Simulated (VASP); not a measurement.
Write the native input for VASP 6.6.1 that does the following.

```yaml
Task: relaxation of cell and atoms
Functional: PBE
Potentials_or_basis: VASP PAW PBE potentials, release 64 (Zn, Cd, Se, S)
Cutoff: 500 eV
k_mesh: 4 × 2 × 2
Occupations: gaussian, width 0.1 eV
Spin: no spin polarisation
Dipole_correction: no
Further_INCAR_settings: ALGO = Normal; EDIFF = 1e-07; IBRION = 2; EDIFFG = -0.025; NSW = 80; ISIF = 3
```

The structure of ZnCdSe4S2 lies in POSCAR:

```
ZnCdSe4S2
1.0
    0.0507951921     -0.0602715174      4.7785775092
    7.0971891536      0.1576236655      0.0755981531
    0.1576236655      7.1405193072     -0.0897017062
Zn Cd Se S
1 1 4 2
Direct
   -0.0179684408      0.0191983961     -0.0187745974
   -0.0263403787      0.5120365151      0.4797816779
    0.1367221112      0.1538822346      0.6720354296
    0.1688302413      0.7976752103      0.2831990182
    0.8623284605      0.3070685598      0.1827033653
    0.8616178659      0.7072864262      0.8466395847
    0.8959344870     -0.0046732319      0.5221031194
    0.1188756536      0.5075258898      1.0323124024
```

The input as run:

INCAR

```
PREC = Accurate
ENCUT = 500
EDIFF = 1E-7
ISMEAR = 0
SIGMA = 0.1
LREAL = False
LASPH = True
NELM = 120
ALGO = Normal
ISIF = 3
LWAVE = False
LCHARG = False
GGA = PE
IBRION = 2
NSW = 80
EDIFFG = -0.025
GGA_COMPAT = False
NELMIN = 4
```

KPOINTS

```
Automatic mesh
0
Gamma
  4 2 2
```

Potentials or basis: VASP PAW PBE potentials, release 64 (Zn, Cd, Se, S).

Run with:

```sh
$ cat potpaw_PBE.64/Zn/POTCAR potpaw_PBE.64/Cd/POTCAR potpaw_PBE.64/Se/POTCAR potpaw_PBE.64/S/POTCAR > POTCAR
$ mpirun -np 1 vasp_std > vasp.out
```

It gave:

| Property | Result |
| --- | --- |
| Relaxed volume | 29.60 Å³/atom |
| Relaxed cell | a = 4.786 Å, b = 7.048 Å, c = 7.029 Å, α = 90.02°, β = 89.64°, γ = 87.07° |
| Space group after relaxing (to 0.1 Å) | P1 (No. 1) |
| Energy gained by relaxing | 163.8 meV/atom |
| Ionic steps | 28 |
| Pressure after relaxing | 0.0 GPa |
| Largest force after relaxing | 0.022 eV/Å |
| Band gap on the k mesh | 0.48 eV |

Caveat: the k points lie up to 0.45 Å⁻¹ apart in the final cell.

Run time: 39 min on 1 thread of Oxide Virtual Turin-like Processor, with other jobs on the host, peak memory 0.35 GiB.
